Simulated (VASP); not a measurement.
# Al (a cell with a defect) in VASP: a series of runs

The runs below take Al (a cell with a defect) through single point, with PBE.

All numbers are computed with VASP 6.6.1; they aren't measurements. Logs are shortened: lines on timing, memory, paths and dates and some standing lists are left out, and cuts for length are marked.

### 1 The cell of the first run

The cell holds a defect, 31 atoms: a = 8.100 Å, b = 8.100 Å, c = 8.100 Å, α = 90.00°, β = 90.00°, γ = 90.00°.

### 2 Single point, PBE

INCAR reads:

```
PREC     = Accurate       # precision mode
ENCUT    = 520            # plane-wave cutoff, eV
EDIFF    = 1E-6           # SCF threshold, eV
ISMEAR   = -1             # smearing method
SIGMA    = 0.15           # smearing width, eV
LREAL    = Auto         
LASPH    = T              # aspherical terms in the spheres
NELM     = 100            # most SCF steps
ALGO     = Normal         # electronic algorithm
ISIF     = 2              # what is computed and relaxed
LWAVE    = F              # write WAVECAR
LCHARG   = F              # write CHGCAR
GGA      = PE             # functional
NBANDS   = 68             # bands
```

KPOINTS reads:

```
Automatic mesh
0
Gamma
  3 3 3
```

POSCAR reads:

```
Al
1.0
    8.1000000000      0.0000000000      0.0000000000
    0.0000000000      8.1000000000      0.0000000000
    0.0000000000      0.0000000000      8.1000000000
Al
31
Direct
    0.5008122953      0.0000000000     -0.0008122953
    0.7500000000      0.2491877047     -0.0008122953
    0.7500000000      0.0000000000      0.2500000000
   -0.0008122953      0.0000000000     -0.0008122953
    0.2500000000      0.2531956060      0.0031956060
    0.4968043940      0.5000000000      0.0031956060
    0.7500000000      0.7508122953     -0.0008122953
    0.2500000000      0.0000000000      0.2500000000
    0.7500000000      0.5000000000      0.2500000000
    0.5008122953      0.0000000000      0.5008122953
    0.7500000000      0.2491877047      0.5008122953
    0.7500000000      0.0000000000      0.7500000000
    0.0031956060      0.5000000000      0.0031956060
    0.2500000000      0.7468043940      0.0031956060
    0.0031956060      0.2531956060      0.2500000000
    0.4968043940      0.2531956060      0.2500000000
    0.4968043940      0.7468043940      0.2500000000
   -0.0008122953      0.0000000000      0.5008122953
    0.2500000000      0.2531956060      0.4968043940
    0.4968043940      0.5000000000      0.4968043940
    0.7500000000      0.7508122953      0.5008122953
    0.2500000000      0.0000000000      0.7500000000
    0.5008122953      0.2491877047      0.7500000000
    0.7500000000      0.5000000000      0.7500000000
    0.0031956060      0.7468043940      0.2500000000
    0.0031956060      0.5000000000      0.4968043940
    0.2500000000      0.7468043940      0.4968043940
   -0.0008122953      0.2491877047      0.7500000000
    0.2500000000      0.5000000000      0.7500000000
    0.5008122953      0.7508122953      0.7500000000
   -0.0008122953      0.7508122953      0.7500000000
```

Potentials or basis: VASP PAW PBE potentials, release 64 (Al).

Launch:

```sh
cat potpaw_PBE.64/Al/POTCAR > POTCAR
mpirun -np 1 vasp_std > vasp.out
```

OUTCAR:

```text
PREC = Accurate
   ENCUT = 520
   EDIFF = 1E-6
   ISMEAR = -1
   LREAL = Auto
   LASPH = T
   NELM = 100
   ISIF = 2
   GGA = PE

 ion  position               nearest neighbor table
   1  0.501  0.000  0.999-   2 2.85   7 2.85  12 2.85  23 2.85  30 2.85   3 2.86  22 2.86   8 2.87
                            17 2.89   5 2.89  14 2.89  16 2.89
   2  0.750  0.249  0.999-   1 2.85   4 2.85  12 2.85  23 2.85  28 2.85  24 2.86   3 2.86   9 2.87
                            16 2.89   6 2.89  13 2.89  15 2.89
   3  0.750  0.000  0.250-   1 2.86   2 2.86   4 2.86   7 2.86  10 2.86  11 2.86  18 2.86  21 2.86
                            17 2.90  15 2.90  16 2.90  25 2.90
   4  0.999  0.000  0.999-   2 2.85   7 2.85  12 2.85  28 2.85  31 2.85   3 2.86  22 2.86   8 2.87
                             5 2.89  25 2.89  14 2.89  15 2.89
   5  0.250  0.253  0.003-   6 2.83  13 2.83  15 2.83  16 2.83   8 2.86  29 2.86   1 2.89  23 2.89
                            28 2.89   4 2.89  22 2.90
   6  0.497  0.500  0.003-   5 2.83  14 2.83  16 2.83  17 2.83   9 2.86  29 2.86   7 2.89  23 2.89
                             2 2.89  30 2.89  24 2.90
   7  0.750  0.751  0.999-   1 2.85   4 2.85  12 2.85  30 2.85  31 2.85   3 2.86  24 2.86   9 2.87
                             6 2.89  25 2.89  13 2.89  17 2.89
   8  0.250  0.000  0.250-   5 2.86  14 2.86  15 2.86  16 2.86  17 2.86  19 2.86  25 2.86  27 2.86
                            18 2.87   1 2.87  10 2.87   4 2.87
   9  0.750  0.500  0.250-   6 2.86  13 2.86  15 2.86  16 2.86  17 2.86  20 2.86  25 2.86  26 2.86
[... 31 lines left out ...]
  25  0.003  0.747  0.250-  13 2.83  14 2.83  26 2.83  27 2.83   8 2.86   9 2.86  18 2.89  21 2.89
                             4 2.89   7 2.89   3 2.90
  26  0.003  0.500  0.497-  15 2.83  19 2.83  25 2.83  27 2.83   9 2.86  29 2.86  21 2.89  28 2.89
                            11 2.89  31 2.89  24 2.90
  27  0.250  0.747  0.497-  17 2.83  20 2.83  25 2.83  26 2.83   8 2.86  29 2.86  10 2.89  18 2.89
                            30 2.89  31 2.89  22 2.90
  28  0.999  0.249  0.750-   2 2.85   4 2.85  11 2.85  12 2.85  18 2.85  22 2.86  24 2.86  29 2.87
                            13 2.89   5 2.89  26 2.89  19 2.89
  29  0.250  0.500  0.750-   5 2.86   6 2.86  13 2.86  14 2.86  19 2.86  20 2.86  26 2.86  27 2.86
                            23 2.87  28 2.87  30 2.87  31 2.87
  30  0.501  0.751  0.750-   1 2.85   7 2.85  10 2.85  12 2.85  21 2.85  22 2.86  24 2.86  29 2.87
                            14 2.89  20 2.89  27 2.89   6 2.89
  31  0.999  0.751  0.750-   4 2.85   7 2.85  12 2.85  18 2.85  21 2.85  22 2.86  24 2.86  29 2.87
                            14 2.89  26 2.89  27 2.89  13 2.89

  LATTYP: Found a simple cubic cell.
 ALAT       =     8.1000000000

  Lattice vectors:

 A1 = (   8.1000000000,   0.0000000000,   0.0000000000)
 A2 = (   0.0000000000,   8.1000000000,   0.0000000000)
 A3 = (   0.0000000000,   0.0000000000,   8.1000000000)

Analysis of symmetry for initial positions (statically):
=====================================================================
 Subroutine PRICEL returns:
 Original cell was already a primitive cell.

 Routine SETGRP: Setting up the symmetry group for a
 simple cubic supercell.

 Subroutine GETGRP returns: Found 48 space group operations
 (whereof  4 operations were pure point group operations)
 out of a pool of 48 trial point group operations.

The static configuration has the point symmetry C_2v.
 The point group associated with its full space group is O_h .

Analysis of symmetry for dynamics (positions and initial velocities):
=====================================================================
 Subroutine PRICEL returns:
 Original cell was already a primitive cell.

 Routine SETGRP: Setting up the symmetry group for a
 simple cubic supercell.

 Subroutine GETGRP returns: Found 48 space group operations
 (whereof  4 operations were pure point group operations)
 out of a pool of 48 trial point group operations.

The dynamic configuration has the point symmetry C_2v.
 The point group associated with its full space group is O_h .

 Subroutine INISYM returns: Found 48 space group operations
 (whereof  4 operations are pure point group operations),
 and found     1 'primitive' translations

----------------------------------------------------------------------------------------

                                     Primitive cell

  volume of cell :     531.4410

  direct lattice vectors                    reciprocal lattice vectors
     8.100000000  0.000000000  0.000000000     0.123456790  0.000000000  0.000000000
     0.000000000  8.100000000  0.000000000     0.000000000  0.123456790  0.000000000
     0.000000000  0.000000000  8.100000000     0.000000000  0.000000000  0.123456790

  length of vectors
     8.100000000  8.100000000  8.100000000     0.123456790  0.123456790  0.123456790

  position of ions in fractional coordinates (direct lattice)
     0.500812295  0.000000000  0.999187705
     0.750000000  0.249187705  0.999187705
     0.750000000  0.000000000  0.250000000
     0.999187705  0.000000000  0.999187705
     0.250000000  0.253195606  0.003195606
     0.496804394  0.500000000  0.003195606
[... 23 lines left out ...]
     0.500812295  0.750812295  0.750000000
     0.999187705  0.750812295  0.750000000

  ion indices of the primitive-cell ions
   primitive index   ion index
                 1           1
                 2           2
                 3           3
                 4           4
                 5           5
                 6           6
[... 23 lines left out ...]
                30          30
                31          31

----------------------------------------------------------------------------------------

 KPOINTS: Automatic mesh

Automatic generation of k-mesh.
 Grid dimensions read from file:
 generate k-points for:    3    3    3

 Generating k-lattice:

  Cartesian coordinates                     Fractional coordinates (reciprocal lattice)
     0.041152263  0.000000000  0.000000000     0.333333333  0.000000000  0.000000000
     0.000000000  0.041152263  0.000000000     0.000000000  0.333333333  0.000000000
     0.000000000  0.000000000  0.041152263     0.000000000  0.000000000  0.333333333

  Length of vectors
     0.041152263  0.041152263  0.041152263

  Shift w.r.t. Gamma in fractional coordinates (k-lattice)
     0.000000000  0.000000000  0.000000000

 Subroutine IBZKPT returns following result:
 ===========================================

 Found      4 irreducible k-points:

 Following reciprocal coordinates:
            Coordinates               Weight
  0.000000  0.000000  0.000000      1.000000
  0.333333  0.000000  0.000000      6.000000
  0.333333  0.333333  0.000000     12.000000
  0.333333  0.333333  0.333333      8.000000
   k-points           NKPTS =      4   k-points in BZ     NKDIM =      4   number of bands    NBANDS=     68
   number of dos      NEDOS =    301   number of ions     NIONS =     31
   total plane-waves  NPLWV = 216000
   dimension x,y,z NGX =    60 NGY =   60 NGZ =   60
   dimension x,y,z NGXF=   120 NGYF=  120 NGZF=  120
   ions per type =              31
   NGX,Y,Z   is equivalent  to a cutoff of  12.31, 12.31, 12.31 a.u.
   NGXF,Y,Z  is equivalent  to a cutoff of  24.63, 24.63, 24.63 a.u.
 SYSTEM =  unknown system
   PREC   = accura    normal or accurate (medium, high low for compatibility)
   ISTART =      0    job   : 0-new  1-cont  2-samecut
   ICHARG =      2    charge: 1-file 2-atom 10-const
   ISPIN  =      1    spin polarized calculation?
   LNONCOLLINEAR =      F non collinear calculations
   LSORBIT =      F    spin-orbit coupling
   LASPH  =      T    aspherical Exc in radial PAW
   ENCUT  =  520.0 eV  38.22 Ry    6.18 a.u.  15.06 15.06 15.06*2*pi/ulx,y,z
   NELM   =    100;   NELMIN=  2; NELMDL= -5     # of ELM steps
   EDIFF  = 0.1E-05   stopping-criterion for ELM
   LREAL  =      T    real-space projection
   EDIFFG = 0.1E-04   stopping-criterion for IOM
   NSW    =      0    number of steps for IOM
   IBRION =     -1    ionic relax: 0-MD 1-quasi-New 2-CG
   NFREE  =      0    steps in history (QN), initial steepest desc. (CG)
   ISIF   =      2    stress and relaxation
   ISYM   =      2    0-nonsym 1-usesym 2-fastsym
   POTIM  = 0.5000    time-step for ionic-motion
   TEBEG  =    0.0;   TEEND  =   0.0 temperature during run
   PSTRESS=    0.0 pullay stress
   NELECT =      93.0000    total number of electrons
   NUPDOWN=      -1.0000    fix difference up-down
   EMIN   =  10.00;   EMAX   =-10.00  energy-range for DOS
   EFERMI =   0.00;   METHOD = LEGACY
   ISMEAR =    -1;   SIGMA  =   0.15  broadening in eV -4-tet -1-fermi 0-gaus
   EFERMI_NEDOS =   21; number of points for ismear=-14 and -15
   IALGO  =     38    algorithm
   IMIX   =      4    mixing-type and parameters
     AMIX     =   0.40;   BMIX     =  1.00
     AMIX_MAG =   1.60;   BMIX_MAG =  1.00
  volume/ion in A,a.u.               =      17.14       115.69
  Fermi-wavevector in a.u.,A,eV,Ry     =   0.915695  1.730412 11.408446  0.838497
  Thomas-Fermi vector in A             =   2.040466
   LORBIT       =      0    0 simple, 1 ext, 2 COOP (PROOUT), +10 PAW based schemes
   GGA     = PE    functional components
   LHFCALC =     F    Hartree Fock is set to
   AEXX    =    0.0000 exact exchange contribution
   IVDW    =     0    specifies the selected vdW correction
   LEPSILON=     F    determine dielectric tensor
   LRPA    =     F    only Hartree local field effects (RPA)
 non-spin polarized calculation
  energy-cutoff  :      520.00
  volume of cell :      531.44
 maximum number of plane-waves:     14358
   NGX = 31   NGY = 31   NGZ = 31

 number of electron      93.0000000 magnetization

 Free energy of the ion-electron system (eV)
  ---------------------------------------------------
  ext. energy  EPLUGINS =         0.00000000
  ---------------------------------------------------
  free energy    TOTEN  =      -116.33300111 eV

  energy without entropy =     -115.52981395  energy(sigma->0) =     -115.93140753

 E-fermi :   7.4675     XC(G=0): -10.0305

 val. band max:        7.4593748092   @ k =   0.3333   0.3333   0.3333
 cond. band min:       7.6131791002   @ k =   0.3333   0.0000   0.0000
 fundamental gap:      0.1538042910
 Fermi energy:         7.4674740870

 k-point     1 :       0.0000    0.0000    0.0000
  band No.  band energies     occupation
      1      -3.3664      2.00000
      2      -1.2035      2.00000
      3      -1.2035      2.00000
      4      -1.1682      2.00000
      5      -1.1682      2.00000
      6      -1.1682      2.00000
[... 233 lines left out ...]
     57       9.2722      0.00001
     58       9.5295      0.00000
 [bands above 58 left out]

------------------------ aborting loop because EDIFF is reached ----------------------------------------

  FORCE on cell =-STRESS in cart. coord.  units (eV):
  Direction    XX          YY          ZZ          XY          YZ          ZX
  --------------------------------------------------------------------------------------
  -------------------------------------------------------------------------------------
  Total       -3.8125934     -3.8125934     -3.8125934     -0.0000000      0.0000000     -0.0000000
  in kB      -11.4941277    -11.4941277    -11.4941277     -0.0000000      0.0000000     -0.0000000
  external PRESSURE =     -11.4941277 kB  Pullay stress =       0.0000000 kB

 VOLUME and BASIS-vectors are now :
 -----------------------------------------------------------------------------
  energy-cutoff  :      520.00
  volume of cell :      531.44
      direct lattice vectors                 reciprocal lattice vectors
     8.100000000  0.000000000  0.000000000     0.123456790  0.000000000  0.000000000
     0.000000000  8.100000000  0.000000000     0.000000000  0.123456790  0.000000000
     0.000000000  0.000000000  8.100000000     0.000000000  0.000000000  0.123456790

 POSITION                                       TOTAL-FORCE (eV/Angst)
 -----------------------------------------------------------------------------------
      4.05658      0.00000      8.09342        -0.012514     -0.000000      0.012514
      6.07500      2.01842      8.09342         0.000000      0.012514      0.012514
      6.07500      0.00000      2.02500         0.000000     -0.000000     -0.000000
      8.09342      0.00000      8.09342         0.012514     -0.000000      0.012514
      2.02500      2.05088      0.02588         0.000000     -0.023066     -0.023066
      4.02412      4.05000      0.02588         0.023066     -0.000000     -0.023066
[... 23 lines left out ...]
      4.05658      6.08158      6.07500        -0.012514     -0.012514     -0.000000
      8.09342      6.08158      6.07500         0.012514     -0.012514     -0.000000
 -----------------------------------------------------------------------------------
    total drift:                               -0.000000     -0.000000     -0.000000

  FREE ENERGIE OF THE ION-ELECTRON SYSTEM (eV)
  ---------------------------------------------------
  free  energy   TOTEN  =      -116.3330011132 eV

  energy  without entropy=     -115.5298139535  energy(sigma->0) =     -115.93140753
```

It took 2.8 min on 1 thread of Intel Xeon Platinum 8259CL at 2.50GHz (Skylake/Cascade Lake), shared host; peak memory 0.48 GiB.

What came out:

```
Free energy            : -116.3330 eV
Pressure               : -1.1 GPa
Largest force          : 0.033 eV/Å
Band gap on the k mesh : zero (an odd number of electrons rules out a gap without spin polarisation)
```

Forces in eV/Å, atoms in the order of the input:
```
Al  -0.013  0.000  0.013
Al   0.000  0.013  0.013
Al   0.000  0.000  0.000
Al   0.013  0.000  0.013
Al   0.000 -0.023 -0.023
Al   0.023  0.000 -0.023
Al   0.000 -0.013  0.013
Al   0.000  0.000  0.000
Al   0.000  0.000  0.000
Al  -0.013  0.000 -0.013
Al   0.000  0.013 -0.013
Al   0.000  0.000  0.000
Al  -0.023  0.000 -0.023
Al   0.000  0.023 -0.023
Al  -0.023 -0.023  0.000
Al   0.023 -0.023  0.000
Al   0.023  0.023  0.000
Al   0.013  0.000 -0.013
Al   0.000 -0.023  0.023
Al   0.023  0.000  0.023
Al   0.000 -0.013 -0.013
Al   0.000  0.000  0.000
Al  -0.013  0.013  0.000
Al   0.000  0.000  0.000
Al  -0.023  0.023  0.000
Al  -0.023  0.000  0.023
Al   0.000  0.023  0.023
Al   0.013  0.013  0.000
Al   0.000  0.000  0.000
Al  -0.013 -0.013  0.000
Al   0.013 -0.013  0.000
```

Levels at points of the mesh, in eV from the Fermi level:
```
           k point  band 43  band 44  band 45  band 46  band 47  band 48  band 49  band 50  band 51  band 52
(0.00, 0.00, 0.00)    -0.30    -0.30    -0.30     0.44     0.49     0.49     0.49     0.51     0.51     1.25
```

(Continued in part 2 of 3.)

The gap in the log of VASP goes by the Fermi energy; the results here count the filled bands.